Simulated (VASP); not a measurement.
Runs of VASP 6.6.1 on C. The structure is that of space group Pm-3m (No. 221), or close to it. The cells are those of the table. 

| task | cell | cutoff (eV) | gap on the mesh (eV) | pressure (GPa) |
| --- | --- | --- | --- | --- |
| single point | a = 1.734 Å, 1 atom | 520 | none | 20.5 |
| relaxation of cell and atoms | relaxed to 10 GPa from a = 1.950 Å, 1 atom | 600 | none | 9.8 |
| single point | a = 1.748 Å, 1 atom | 520 | none | (a) |
| relaxation of cell and atoms | relaxed to 20 GPa from a = 1.950 Å, 1 atom | 600 | none | 20.0 |
| relaxation of cell and atoms | relaxed from a = 1.950 Å, 1 atom | 600 | none | 0.4 |

Alike in all rows: level PBE; potentials or basis VASP PAW PBE potentials, release 64 (C); no spin polarisation; k mesh 11 × 11 × 11; smearing fermi-dirac 0.1 eV.

Task: Fill in the values left out.

Result: (a) 10.5.

Caveats: the cell is relaxed towards a set pressure, so the enthalpy falls and the energy may rise (some runs).

A gap of «none» marks levels without a gap at the run's occupations.
